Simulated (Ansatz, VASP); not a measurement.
## AlCo3 in VASP and in Ansatz

```
Al Co
1.0
     3.24697    0.00000    0.00000
     0.00000    3.24697    0.00000
     0.00000    0.00000    3.81166
Al Co
1 3
Direct
  0.00000 0.00000 0.00000
  0.50000 0.50000 0.00000
  0.50000 0.00000 0.50000
  0.00000 0.50000 0.50000
```

Change from the starting cell: strain -0.080 along x and y, +0.080 along z, atoms carried along.

Alike in both runs: task single point; functional PBEsol; k mesh 14 × 14 × 14; occupations gaussian, width 0.15 eV; collinear spin.

```csv
,VASP,Ansatz
version,VASP 6.6.1,Ansatz 0.2.0
potentials or method,"VASP PAW PBE potentials, release 64 (Al, Co), cutoff 520 eV","scalar-relativistic, plane waves, PAW"
valence electrons in the cell,30,54
```

Ansatz gave:

| Quantity | Value |
| --- | --- |
| gap on the k mesh at the Fermi level (eV) | none |
| pressure (GPa) | 22.7 |
| traceless stress, the component that is largest in VASP (GPa) | -12.69 |
| net moment per atom (μB) | 0.79 |
| size of the moment on the site where the two differ most (μB) | 1.28 |

Q: Estimate VASP's values.

A: gap on the k mesh at the Fermi level (eV): none; pressure (GPa): 22.1; traceless stress, the component that is largest in VASP (GPa): -12.36; net moment per atom (μB): 0.78; size of the moment on the site where the two differ most (μB): 1.26.

VASP's potentials were made for PBE, not for PBEsol. Site moments also hang on the region over which each program counts them. A gap of «none» marks a metal or a gap that the smearing closes. VASP's potentials hold 30 valence electrons a cell and Ansatz's 54, so a difference there can come from the potentials and not from the codes.
